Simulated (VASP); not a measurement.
A run of VASP 6.6.1:

The input POSCAR:

```
Ge
1.0
    4.0759897844      0.0000000000      0.0000000000
   -2.0379948922      3.5299106989      0.0000000000
    0.0000000000      0.0000000000      6.7288103778
Ge
4
Direct
    0.3333333333      0.6666666667      0.9370987500
    0.6666666667      0.3333333333      0.4370987500
    0.3333333333      0.6666666667      0.5629012500
    0.6666666667      0.3333333333      0.0629012500
```

File INCAR.step1:

```
SYSTEM = Ge
PREC     = Accurate       ! precision mode
ENCUT    = 520            ! plane-wave cutoff, eV
ISMEAR   = -1             ! smearing method
SIGMA    = 0.05           ! smearing width, eV
LREAL    = .False.        ! projectors in reciprocal space
LASPH    = .True.         ! aspherical terms in the spheres
NELM     = 100            ! most SCF steps
NBANDS   = 36             ! bands
GGA      = PE             ! functional
ALGO     = Normal         ! electronic algorithm
EDIFF    = 1E-4           ! SCF threshold, eV
LWAVE    = .True.         ! write WAVECAR
LCHARG   = .False.        ! write CHGCAR
```

The input INCAR.step2:

```
SYSTEM = Ge
PREC     = Accurate       ! precision mode
ENCUT    = 520            ! plane-wave cutoff, eV
EDIFF    = 1E-6           ! SCF threshold, eV
ISMEAR   = -1             ! smearing method
SIGMA    = 0.05           ! smearing width, eV
LREAL    = .False.        ! projectors in reciprocal space
LASPH    = .True.         ! aspherical terms in the spheres
NELM     = 100            ! most SCF steps
ALGO     = Normal         ! electronic algorithm
ISIF     = 2              ! what is computed and relaxed
LWAVE    = .False.        ! write WAVECAR
LCHARG   = .False.        ! write CHGCAR
METAGGA  = R2SCAN         ! meta-GGA
LMIXTAU  = .True.       
NBANDS   = 36             ! bands
ISTART   = 1
```

KPOINTS

```
regular mesh
0
Gamma
  8 8 4
  0 0 0
```

Potentials or basis: VASP PAW PBE potentials, release 64 (Ge_d).

The run is started by

```sh
$ cat potpaw_PBE.64/Ge_d/POTCAR > POTCAR
$ cp INCAR.step1 INCAR
$ mpirun -np 1 vasp_std > vasp.out
$ cp INCAR.step2 INCAR
$ mpirun -np 1 vasp_std > vasp.out
```

Hardware: 1 thread of Intel(R) Xeon(R) Platinum 8559C (Emerald Rapids), with other jobs on the host.

Problem. How long does it take, and how much memory?

Solution. Run time: 3.8 min on 1 thread of Intel(R) Xeon(R) Platinum 8559C (Emerald Rapids), on a shared host, peak memory 0.24 GiB. Counts: k points 30.
